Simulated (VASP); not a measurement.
Crystal: Ti3Pb2O2.

```xyz
7
Lattice="5.1326 0.0000 0.0000 -2.5663 4.4450 0.0000 0.0000 0.0000 5.6040" Properties=species:S:1:pos:R:3 pbc="T T T"
Ti    0.0000    2.9633    2.8020
Ti    2.5663    1.4817    2.8020
Ti    0.0000    0.0000    0.0000
Pb    0.0000    2.9633    0.0000
Pb    2.5663    1.4817    0.0000
O     0.0000    0.0000    3.6529
O     0.0000    0.0000    1.9511
```

The cell was built from a structure type or drawn by symmetry, and may not be a known phase.

| Property | Result |
| --- | --- |
| Program | VASP 6.6.1 |
| Task | relaxation of cell and atoms |
| Functional | PBE |
| Potentials or basis | VASP PAW PBE potentials, release 64 (Ti_sv, Pb_d, O) |
| Cutoff | 600 eV |
| k mesh | 4 × 4 × 3 |
| Occupations | gaussian, width 0.2 eV |
| Spin | collinear spin |
| Starting moments | [1.0, 1.0, 1.0, 0.0, 0.0, 0.0, 0.0] μB |

At the start: pressure 7.2 GPa; volume 18.26 Å³/atom.

Task: Where does the relaxation end?

Result: Over 7 steps the energy falls by 257.0 meV/atom and the volume is 21.10 Å³/atom (+15.5 %); space group P6/mmm (No. 191, to 0.1 Å) before and after; moment 5.07 μB per cell.

The path:
```
step  energy change (eV)  largest force (eV/Å)  pressure (GPa)  volume (Å³)
   1              0.0000                5.6168            7.25       127.85
   2             -1.6822                1.0233            2.73       143.76
   3             -1.6898                0.5613            2.59       142.72
   4             -1.6930                1.5184           -2.99       150.83
   5             -1.7588                0.5927           -0.45       146.70
   6             -1.7884                0.3167           -0.39       147.24
   7             -1.7990                0.0124           -0.31       147.72
```

Final structure:
```
Ti Pb O
1.0
     5.28753    0.00000    0.00000
    -2.64377    4.57914    0.00000
     0.00000    0.00000    6.10117
Ti Pb O
3 2 2
Cartesian
  0.0000 3.0528 3.0506
  2.6438 1.5264 3.0506
  0.0000 0.0000 0.0000
  0.0000 3.0528 0.0000
  2.6438 1.5264 0.0000
  0.0000 0.0000 4.2986
  0.0000 0.0000 1.8026
```

Caveat: the k points lie up to 0.34 Å⁻¹ apart in the final cell; the volume moved by over 15 % at a fixed basis, so the end points are rough.
